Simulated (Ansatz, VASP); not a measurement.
Zn: VASP beside Ansatz

INCAR

```
PREC = Accurate
ENCUT = 520
EDIFF = 1E-7
ISMEAR = -1
SIGMA = 0.1
LREAL = False
LASPH = True
NELM = 100
ALGO = Normal
ISIF = 2
LWAVE = False
LCHARG = False
GGA = PE
NBANDS = 19
```

Contents of KPOINTS:

```
regular mesh
0
Gamma
  7 7 3
```

POSCAR

```
Zn
1.0
    2.6556370042      0.0000000000      0.0000000000
   -1.3278185021      2.2998491089      0.0000000000
    0.0000000000      0.0000000000      4.9624616040
Zn
2
Direct
    0.3333333333      0.6666666667      0.2500000000
    0.6666666667      0.3333333333      0.7500000000
```

Input for Ansatz:

```yaml
crystal:
  lattice:
    - [2.6556370042, 0.0, 0.0]
    - [-1.3278185021, 2.2998491089, 0.0]
    - [0.0, 0.0, 4.962461604]
  atoms:
    - { symbol: Zn, position: [0.3333333333, 0.6666666667, 0.25] }
    - { symbol: Zn, position: [0.6666666667, 0.3333333333, 0.75] }
hamiltonian:
  xc: pbe
  pseudopotentials:
    kind: paw
    azcp:
      Zn: "pseudopotentials/Zn.paw.azcp"
basis:
  ecutwfc: 420
  fft_grid_basis: typed
kpoints:
  mp_grid: { grid: [7, 7, 3], shift: [0, 0, 0] }
magnetization:
  spin_polarized: false
scf:
  occupations: { method: fermi_dirac, width: 0.1 }
  lower_state_search: "off"
output:
  stress: true
```

Alike in both runs: task single point; functional PBE; k mesh 7 × 7 × 3; occupations fermi-dirac, width 0.1 eV; no spin polarisation.

|  | VASP | Ansatz |
| --- | --- | --- |
| version | VASP 6.6.1 | Ansatz 0.2.0 |
| potentials or method | VASP PAW PBE potentials, release 64 (Zn), cutoff 520 eV | plane waves (420 eV) with PAW, scalar-relativistic |
| valence electrons in the cell | 24 | 24 |

|  | VASP | Ansatz | Ansatz less VASP |
| --- | --- | --- | --- |
| pressure (GPa) | 0.3 | -0.1 | -0.33 |
| traceless stress, the component that is largest in VASP (GPa) | 0.42 | 0.61 | +0.196 |

The k mesh is coarse, so the values compare programs but aren't converged.
